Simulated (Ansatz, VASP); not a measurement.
La: VASP beside Ansatz

```xyz
1
Lattice="3.3707 0.0000 0.0000 0.0000 3.3707 0.0000 0.0000 0.0000 3.3707" Properties=species:S:1:pos:R:3 pbc="T T T"
La    0.0000    0.0000    0.0000
```

Alike in both runs: task single point; functional PBE; k mesh 16 × 16 × 16; occupations fermi-dirac, width 0.1 eV; no spin polarisation.

|  | VASP | Ansatz |
| --- | --- | --- |
| version | VASP 6.6.1 | Ansatz 0.2.0 |
| potentials or method | VASP PAW PBE potentials, release 64 (La), cutoff 520 eV | plane waves (420 eV) with PAW, scalar-relativistic |
| valence electrons in the cell | 11 | 11 |

|  | VASP | Ansatz | Ansatz less VASP |
| --- | --- | --- | --- |
| pressure (GPa) | -0.8 | -0.8 | -0.02 |

Spin-orbit coupling is off throughout.
